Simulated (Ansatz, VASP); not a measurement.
Two plane-wave programs on Cs

```xyz
1
Lattice="-3.0225 2.9621 3.0225 3.0225 -2.9621 3.0225 3.0225 2.9621 -3.0225" Properties=species:S:1:pos:R:3 pbc="T T T"
Cs    0.0000    0.0000    0.0000
```

Change from the starting cell: strain -0.0200 x Voigt [0, 1, 0, 0, 0, 0], atoms carried along.

Alike in both runs: task single point; functional PBEsol; k mesh 12 × 12 × 12; occupations gaussian, width 0.15 eV; no spin polarisation.

|  | VASP | Ansatz |
| --- | --- | --- |
| version | VASP 6.6.1 | Ansatz 0.2.0 |
| potentials or method | VASP PAW PBE potentials, release 64 (Cs_sv), cutoff 520 eV | scalar-relativistic, plane waves, PAW |
| valence electrons in the cell | 9 | 9 |

```tsv
	VASP	Ansatz	Ansatz less VASP
gap on the k mesh at the Fermi level (eV)	none	none	-
pressure (GPa)	0.0	0.0	+0.01
```

VASP's potentials were made for PBE, not for PBEsol. A gap of «none» marks a metal or a gap that the smearing closes. The functional is the same, so the differences come from potentials, cutoffs and numerics.

Spin-orbit coupling is off throughout.
